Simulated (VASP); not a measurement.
The system is BN.

```
B N
1.0
     0.00000    1.80483    1.80483
     1.80483    0.00000    1.80483
     1.80483    1.80483    0.00000
B N
1 1
Direct
  0.00000 0.00000 0.00000
  0.25000 0.25000 0.25000
```

Base run:

- Program: VASP 6.6.1
- Functional: r2SCAN
- Potentials or basis: VASP PAW PBE potentials, release 64 (B, N)
- Cutoff: 520 eV
- k mesh: 10 × 10 × 10
- Occupations: gaussian, width 0.01 eV
- Spin: no spin polarisation

Its results: band gap on the k mesh 4.98 eV, indirect (least direct gap 9.55 eV); pressure 1.1 GPa.

Task: The run is repeated on the same cell with these changes: functional from r2SCAN to PBE. What comes out?

Result: Band gap on the k mesh 4.46 eV, indirect (least direct gap 8.84 eV); pressure 5.0 GPa.

r2SCAN gives the wider gap, since meta-GGAs in the generalised Kohn-Sham scheme recover part of the derivative discontinuity.

Caveats: the PAW data sets were made with another functional, which shifts forces and pressure a little (some runs).

A k mesh can miss the band edges.
